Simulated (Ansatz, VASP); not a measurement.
**Two plane-wave programs on Se**

```
CELL_PARAMETERS angstrom
4.36620 -0.06549 -0.06549
-2.23982 3.81399 -0.02397
-0.07430 -0.07430 4.95360
ATOMIC_POSITIONS crystal
Se 0.22540 0.00000 0.33333
Se 0.00000 0.22540 0.66667
Se 0.77460 0.77460 0.00000
```

Change from the starting cell: equal xy, yz and zx shear strains of -3 %, PAW files.

Alike in both runs: task electric field gradients; functional PBE; k mesh 6 × 6 × 5; occupations fermi-dirac, width 0.03 eV; no spin polarisation.

|  | VASP | Ansatz |
| --- | --- | --- |
| version | VASP 6.6.1 | Ansatz 0.2.0 |
| potentials or method | VASP PAW PBE potentials, release 64 (Se) | PAW with Ansatz's default frozen-core files, scalar-relativistic |
| plane-wave cutoff (eV) | 520 | 420 |
| valence electrons in the cell | 18 | 48 |

Ansatz gave:

| Quantity | Value |
| --- | --- |
| pressure (GPa) | 3.1 |
| traceless stress, the component that is largest in VASP (GPa) | 2.41 |
| rms of the force components (eV/Å) | 0.411 |
| size of Vzz on the site where it differs most (V/Å²) | 509.6 |

**Question.** What did VASP give for the same quantities?

**Answer.** Pressure (GPa): 3.2; traceless stress, the component that is largest in VASP (GPa): 2.44; rms of the force components (eV/Å): 0.428; size of Vzz on the site where it differs most (V/Å²): 491.9.

Atom by atom the forces differ by 0.020 eV/Å (rms over components). VASP's potentials hold 18 valence electrons a cell and Ansatz's 48, so a difference there can come from the potentials and not from the codes.
